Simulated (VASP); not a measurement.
# GaN (F-43m) in VASP: single point with r2SCAN

Aim: the single point of GaN with r2SCAN.

All numbers are computed with VASP 6.6.1; they aren't measurements. Logs are shortened: lines on timing, memory, paths and dates and some standing lists are left out, and cuts for length are marked.

## (1) The cell of the first run

Symmetry: F-43m, No. 216, cubic system. Conventional cell: a = 4.507 Å, b = 4.507 Å, c = 4.507 Å, α = 90.00°, β = 90.00°, γ = 90.00°. Ga (site symmetry -43m) has 4 N at 1.95 Å within 2.6 Å. N (site symmetry -43m) has 4 Ga at 1.95 Å within 2.6 Å.

## (2) Single point, r2SCAN

Input file POSCAR:

```
GaN
1.0
    0.0000000000      2.2535006075      2.2535006075
    2.2535006075      0.0000000000      2.2535006075
    2.2535006075      2.2535006075      0.0000000000
Ga N
1 1
Direct
    0.0000000000      0.0000000000      0.0000000000
    0.7500000000      0.7500000000      0.7500000000
```

Input file INCAR.step1:

```
PREC = Accurate ; ENCUT = 1460
ISMEAR = 0 ; SIGMA = 0.05
LREAL = F ; LASPH = T
NELM = 120 ; NBANDS = 16
GGA = PE ; ALGO = Normal
EDIFF = 1E-5 ; LWAVE = T
LCHARG = F ; GGA_COMPAT = F
```

Input file INCAR.step2:

```
PREC = Accurate ; ENCUT = 1460
EDIFF = 1E-6 ; ISMEAR = 0
SIGMA = 0.05 ; LREAL = F
LASPH = T ; NELM = 120
ALGO = Normal ; ISIF = 2
LWAVE = F ; LCHARG = F
METAGGA = R2SCAN ; LMIXTAU = T
NBANDS = 16 ; ISTART = 1
GGA_COMPAT = F
```

Input file KPOINTS:

```
regular mesh
0
Gamma
  12 12 12
```

Potentials or basis: VASP PAW PBE potentials, release 64 (Ga_d, N_h).

Run with:

```
cat potpaw_PBE.64/Ga_d/POTCAR potpaw_PBE.64/N_h/POTCAR > POTCAR
cp INCAR.step1 INCAR
mpirun -np 1 vasp_std > vasp.out
cp INCAR.step2 INCAR
mpirun -np 1 vasp_std > vasp.out
```

OUTCAR:

```text
PREC = Accurate
   ENCUT = 1460
   EDIFF = 1E-6
   ISMEAR = 0
   LREAL = F
   LASPH = T
   NELM = 120
   ISIF = 2
   METAGGA = R2SCAN
   ISTART = 1

 ion  position               nearest neighbor table
   1  0.000  0.000  0.000-   2 1.95   2 1.95   2 1.95   2 1.95
   2  0.750  0.750  0.750-   1 1.95   1 1.95   1 1.95   1 1.95

  LATTYP: Found a face centered cubic cell.
 ALAT       =     4.5070012150

  Lattice vectors:

 A1 = (   0.0000000000,   2.2535006075,   2.2535006075)
 A2 = (   2.2535006075,   0.0000000000,   2.2535006075)
 A3 = (   2.2535006075,   2.2535006075,   0.0000000000)

Analysis of symmetry for initial positions (statically):
=====================================================================
 Subroutine PRICEL returns:
 Original cell was already a primitive cell.

 Routine SETGRP: Setting up the symmetry group for a
 face centered cubic supercell.

 Subroutine GETGRP returns: Found 24 space group operations
 (whereof 24 operations were pure point group operations)
 out of a pool of 48 trial point group operations.

The static configuration has the point symmetry T_d .

Analysis of symmetry for dynamics (positions and initial velocities):
=====================================================================
 Subroutine PRICEL returns:
 Original cell was already a primitive cell.

 Routine SETGRP: Setting up the symmetry group for a
 face centered cubic supercell.

 Subroutine GETGRP returns: Found 24 space group operations
 (whereof 24 operations were pure point group operations)
 out of a pool of 48 trial point group operations.

The dynamic configuration has the point symmetry T_d .

 Subroutine INISYM returns: Found 24 space group operations
 (whereof 24 operations are pure point group operations),
 and found     1 'primitive' translations

----------------------------------------------------------------------------------------

                                     Primitive cell

  volume of cell :      22.8877

  direct lattice vectors                    reciprocal lattice vectors
     0.000000000  2.253500607  2.253500607    -0.221877020  0.221877020  0.221877020
     2.253500607  0.000000000  2.253500607     0.221877020 -0.221877020  0.221877020
     2.253500607  2.253500607  0.000000000     0.221877020  0.221877020 -0.221877020

  length of vectors
     3.186931122  3.186931122  3.186931122     0.384302272  0.384302272  0.384302272

  position of ions in fractional coordinates (direct lattice)
     0.000000000  0.000000000  0.000000000
     0.750000000  0.750000000  0.750000000

  ion indices of the primitive-cell ions
   primitive index   ion index
                 1           1
                 2           2

----------------------------------------------------------------------------------------

 KPOINTS: regular mesh

Automatic generation of k-mesh.
 Grid dimensions read from file:
 generate k-points for:   12   12   12

 Generating k-lattice:

  Cartesian coordinates                     Fractional coordinates (reciprocal lattice)
    -0.018489752  0.018489752  0.018489752     0.083333333  0.000000000  0.000000000
     0.018489752 -0.018489752  0.018489752     0.000000000  0.083333333  0.000000000
     0.018489752  0.018489752 -0.018489752     0.000000000  0.000000000  0.083333333

  Length of vectors
     0.032025189  0.032025189  0.032025189

  Shift w.r.t. Gamma in fractional coordinates (k-lattice)
     0.000000000  0.000000000  0.000000000

 Subroutine IBZKPT returns following result:
 ===========================================

 Found     72 irreducible k-points:

 Following reciprocal coordinates:
            Coordinates               Weight
  0.000000  0.000000  0.000000      1.000000
  0.083333  0.000000  0.000000      8.000000
  0.166667  0.000000  0.000000      8.000000
  0.250000  0.000000  0.000000      8.000000
  0.333333  0.000000  0.000000      8.000000
  0.416667  0.000000  0.000000      8.000000
[... 16 lines left out ...]
  0.500000  0.166667  0.000000     24.000000
 -0.416667  0.166667  0.000000     24.000000
 [... further k-points ...]
   k-points           NKPTS =     72   k-points in BZ     NKDIM =     72   number of bands    NBANDS=     16
   number of dos      NEDOS =    301   number of ions     NIONS =      2
   total plane-waves  NPLWV =  64000
   dimension x,y,z NGX =    40 NGY =   40 NGZ =   40
   dimension x,y,z NGXF=    80 NGYF=   80 NGZF=   80
   ions per type =               1   1
   NGX,Y,Z   is equivalent  to a cutoff of  20.87, 20.87, 20.87 a.u.
   NGXF,Y,Z  is equivalent  to a cutoff of  41.73, 41.73, 41.73 a.u.
 SYSTEM =  unknown system
   PREC   = accura    normal or accurate (medium, high low for compatibility)
   ISTART =      1    job   : 0-new  1-cont  2-samecut
   ICHARG =      0    charge: 1-file 2-atom 10-const
   ISPIN  =      1    spin polarized calculation?
   LNONCOLLINEAR =      F non collinear calculations
   LSORBIT =      F    spin-orbit coupling
   LASPH  =      T    aspherical Exc in radial PAW
   ENCUT  = 1460.0 eV 107.31 Ry   10.36 a.u.   9.93  9.93  9.93*2*pi/ulx,y,z
   NELM   =    120;   NELMIN=  2; NELMDL=  0     # of ELM steps
   EDIFF  = 0.1E-05   stopping-criterion for ELM
   LREAL  =      F    real-space projection
[... 7 lines left out ...]
   TEBEG  =    0.0;   TEEND  =   0.0 temperature during run
   PSTRESS=    0.0 pullay stress
   NELECT =      18.0000    total number of electrons
   NUPDOWN=      -1.0000    fix difference up-down
   EMIN   =  10.00;   EMAX   =-10.00  energy-range for DOS
   EFERMI =   0.00;   METHOD = LEGACY
   ISMEAR =     0;   SIGMA  =   0.05  broadening in eV -4-tet -1-fermi 0-gaus
   EFERMI_NEDOS =   21; number of points for ismear=-14 and -15
   IALGO  =     38    algorithm
   IMIX   =      4    mixing-type and parameters
     AMIX     =   0.40;   BMIX     =  1.00
     AMIX_MAG =   1.60;   BMIX_MAG =  1.00
  volume/ion in A,a.u.               =      11.44        77.23
  Fermi-wavevector in a.u.,A,eV,Ry     =   1.511117  2.855596 31.068543  2.283473
  Thomas-Fermi vector in A             =   2.621216
   LORBIT       =      0    0 simple, 1 ext, 2 COOP (PROOUT), +10 PAW based schemes
   METAGGA = R2SCAN    functional components
   LHFCALC =     F    Hartree Fock is set to
   AEXX    =    0.0000 exact exchange contribution
   IVDW    =     0    specifies the selected vdW correction
   LEPSILON=     F    determine dielectric tensor
   LRPA    =     F    only Hartree local field effects (RPA)
 non-spin polarized calculation
 Gauss-broadening in eV      SIGMA  =   0.05
  energy-cutoff  :     1460.00
  volume of cell :       22.89
 maximum number of plane-waves:      2917
   NGX = 19   NGY = 19   NGZ = 19

 number of electron      17.9999999 magnetization

 Free energy of the ion-electron system (eV)
  ---------------------------------------------------
  ext. energy  EPLUGINS =         0.00000000
  ---------------------------------------------------
  free energy    TOTEN  =       -21.90069866 eV

  energy without entropy =      -21.90069866  energy(sigma->0) =      -21.90069866

 E-fermi :   5.6300     XC(G=0): -12.6260

 val. band max:        5.3107408794   @ k =   0.0000   0.0000   0.0000
 cond. band min:       7.4296637092   @ k =   0.0000   0.0000   0.0000
 fundamental gap:      2.1189228298
 Fermi energy:         5.6300030001

 k-point     1 :       0.0000    0.0000    0.0000
  band No.  band energies     occupation
      1     -11.4201      2.00000
      2      -8.5194      2.00000
      3      -8.5194      2.00000
      4      -8.5194      2.00000
      5      -8.1684      2.00000
      6      -8.1684      2.00000
[... 8 lines left out ...]
     15      25.0399      0.00000
     16      25.0399      0.00000

 k-point     2 :       0.0833    0.0000    0.0000
  band No.  band energies     occupation
      1     -11.3426      2.00000
      2      -8.5093      2.00000
      3      -8.5093      2.00000
      4      -8.4920      2.00000
      5      -8.1693      2.00000
      6      -8.1693      2.00000
[... 8 lines left out ...]
     15      23.8589      0.00000
     16      23.8885      0.00000

 k-point     3 :       0.1667    0.0000    0.0000
  band No.  band energies     occupation
      1     -11.1333      2.00000
      2      -8.4838      2.00000
      3      -8.4838      2.00000
      4      -8.3900      2.00000
      5      -8.1697      2.00000
      6      -8.1697      2.00000
[... 8 lines left out ...]
     15      22.9562      0.00000
     16      22.9562      0.00000

 k-point     4 :       0.2500    0.0000    0.0000
  band No.  band energies     occupation
      1     -10.8627      2.00000
      2      -8.4547      2.00000
      3      -8.4547      2.00000
      4      -8.1637      2.00000
      5      -8.1637      2.00000
      6      -8.1603      2.00000
[... 8 lines left out ...]
     15      22.9417      0.00000
     16      22.9417      0.00000

 k-point     5 :       0.3333    0.0000    0.0000
  band No.  band energies     occupation
      1     -10.6262      2.00000
      2      -8.4340      2.00000
      3      -8.4340      2.00000
      4      -8.1485      2.00000
      5      -8.1485      2.00000
      6      -7.7620      2.00000
[... 8 lines left out ...]
     15      23.8266      0.00000
     16      23.8266      0.00000

 k-point     6 :       0.4167    0.0000    0.0000
  band No.  band energies     occupation
      1     -10.4840      2.00000
      2      -8.4247      2.00000
      3      -8.4247      2.00000
      4      -8.1310      2.00000
      5      -8.1310      2.00000
      6      -7.2846      2.00000
[... 8 lines left out ...]
     15      25.1937      0.00000
     16      25.1938      0.00000
[... 267 lines left out ...]
 k-point    21 :       0.3333    0.1667    0.0000
  band No.  band energies     occupation
      1     -10.6234      2.00000
      2      -8.4147      2.00000
      3      -8.3837      2.00000
      4      -8.2579      2.00000
      5      -8.1278      2.00000
      6      -7.8490      2.00000
[... 8 lines left out ...]
     15      25.7054      0.00000
     16      26.2029      0.00000

 k-point    22 :       0.4167    0.1667    0.0000
  band No.  band energies     occupation
      1     -10.4614      2.00000
      2      -8.4094      2.00000
      3      -8.3686      2.00000
      4      -8.2245      2.00000
      5      -8.1183      2.00000
      6      -7.3980      2.00000
[... 8 lines left out ...]
     15      25.5248      0.00000
     16      26.8087      0.00000

 k-point    23 :       0.5000    0.1667    0.0000
  band No.  band energies     occupation
      1     -10.3791      2.00000
      2      -8.4103      2.00000
      3      -8.3653      2.00000
      4      -8.1910      2.00000
      5      -8.1200      2.00000
      6      -6.9709      2.00000
[... 8 lines left out ...]
     15      25.6355      0.00000
     16      26.6927      0.00000

 k-point    24 :      -0.4167    0.1667    0.0000
  band No.  band energies     occupation
      1     -10.3700      2.00000
      2      -8.4116      2.00000
      3      -8.3695      2.00000
      4      -8.1679      2.00000
      5      -8.1377      2.00000
      6      -6.8862      2.00000
[... 8 lines left out ...]
     15      25.0697      0.00000
     16      25.7819      0.00000

 [... further k-points ...]

------------------------ aborting loop because EDIFF is reached ----------------------------------------

  FORCE on cell =-STRESS in cart. coord.  units (eV):
  Direction    XX          YY          ZZ          XY          YZ          ZX
  --------------------------------------------------------------------------------------
  -------------------------------------------------------------------------------------
  Total       -0.0103182     -0.0103182     -0.0103182      0.0000000      0.0000000      0.0000000
  in kB       -0.7222902     -0.7222902     -0.7222902      0.0000000      0.0000000      0.0000000
  external PRESSURE =      -0.7222902 kB  Pullay stress =       0.0000000 kB

 VOLUME and BASIS-vectors are now :
 -----------------------------------------------------------------------------
  energy-cutoff  :     1460.00
  volume of cell :       22.89
      direct lattice vectors                 reciprocal lattice vectors
     0.000000000  2.253500607  2.253500607    -0.221877020  0.221877020  0.221877020
     2.253500607  0.000000000  2.253500607     0.221877020 -0.221877020  0.221877020
     2.253500607  2.253500607  0.000000000     0.221877020  0.221877020 -0.221877020

 POSITION                                       TOTAL-FORCE (eV/Angst)
 -----------------------------------------------------------------------------------
      0.00000      0.00000      0.00000        -0.000000     -0.000000     -0.000000
      3.38025      3.38025      3.38025         0.000000      0.000000      0.000000
 -----------------------------------------------------------------------------------
    total drift:                                0.000000      0.000000      0.000000

  FREE ENERGIE OF THE ION-ELECTRON SYSTEM (eV)
  ---------------------------------------------------
  free  energy   TOTEN  =       -21.9006986613 eV

  energy  without entropy=      -21.9006986613  energy(sigma->0) =      -21.90069866
```

Run time: 4.7 min. Hardware: 1 thread of Intel Xeon Platinum 8375C at 2.90GHz (Ice Lake), shared host; peak memory 0.35 GiB.

Results:

```yaml
Free_energy: -21.9007 eV
Pressure: -0.1 GPa
Band_gap_on_the_k_mesh: 2.12 eV
```

Levels at points of the mesh, in eV from the valence-band top:
```tsv
k point	band 7	band 8	band 9	band 10	band 11	band 12
(0.00, 0.00, 0.00)	0.00	0.00	0.00	2.12	11.01	11.01
(0.50, 0.00, 0.00)	-7.15	-1.00	-1.00	5.16	9.44	11.00
(0.50, 0.50, 0.00)	-6.21	-2.78	-2.78	3.77	7.24	12.58
```

Caveat: the PAW data sets were made with another functional, which shifts forces and pressure a little.
